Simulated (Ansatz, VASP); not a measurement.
## AlO2: VASP beside Ansatz

```
Al O
1.0
     4.08188    0.00000    0.00000
     0.00000    4.08188    0.00000
     0.00000    0.00000    4.08188
Al O
2 4
Direct
  0.00000 0.00000 0.00000
  0.50000 0.50000 0.50000
  0.25000 0.25000 0.25000
  0.25000 0.75000 0.75000
  0.75000 0.75000 0.25000
  0.75000 0.25000 0.75000
```

Alike in both runs: functional PBE; k mesh 10 × 10 × 10; occupations gaussian, width 0.1 eV; collinear spin.

Ansatz relaxed the structure, and its values are those at the end. VASP's run is a single point on that final structure, the one shown.

|  | VASP | Ansatz |
| --- | --- | --- |
| version | VASP 6.6.1 | Ansatz 0.2.0 |
| potentials or method | VASP PAW PBE potentials, release 64 (Al, O), cutoff 520 eV | scalar-relativistic, plane waves, PAW |
| valence electrons in the cell | 30 | 30 |

|  | VASP | Ansatz | Ansatz less VASP |
| --- | --- | --- | --- |
| gap on the k mesh at the Fermi level (eV) | none | none | - |
| pressure (GPa) | -0.1 | 0.0 | +0.16 |
| net moment per atom (μB) | 0.33 | 0.33 | 0.000 |

A gap of «none» marks a metal or a gap that the smearing closes. The functional is the same, so the differences come from potentials, cutoffs and numerics.
